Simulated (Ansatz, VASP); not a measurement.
# MgO: VASP beside Ansatz

```xyz
2
Lattice="0.0000 2.1059 2.1421 2.1059 0.0000 2.1421 2.1059 2.1059 0.0000" Properties=species:S:1:pos:R:3 pbc="T T T"
Mg    0.0000    0.0000    0.0000
O     2.1059    2.1059    2.1421
```

Change from the starting cell: strained cell.

Alike in both runs: functional PBE; k mesh 8 × 8 × 8; occupations gaussian, width 0.02 eV; no spin polarisation.

Ansatz relaxed the structure, and its values are those at the end. VASP's run is a single point on that final structure, the one shown.

```csv
,VASP,Ansatz
version,VASP 6.6.1,Ansatz 0.2.0
potentials or method,"VASP PAW PBE potentials, release 64 (Mg, O), cutoff 600 eV","scalar-relativistic, plane waves, PAW"
valence electrons in the cell,8,16
```

Ansatz gave:

* gap on the k mesh at the Fermi level (eV): 4.56
* least direct gap on the mesh (eV): 4.56
* pressure (GPa): 2.1

**Question.** What did VASP give for the same quantities?

**Answer.** gap on the k mesh at the Fermi level (eV): 4.54; least direct gap on the mesh (eV): 4.54; pressure (GPa): 1.0.

With one functional, cell and mesh, what is left measures potentials, basis and numerics. VASP's potentials hold 8 valence electrons a cell and Ansatz's 16, so a difference there can come from the potentials and not from the codes. Ansatz's warnings: stress scf threshold loose.
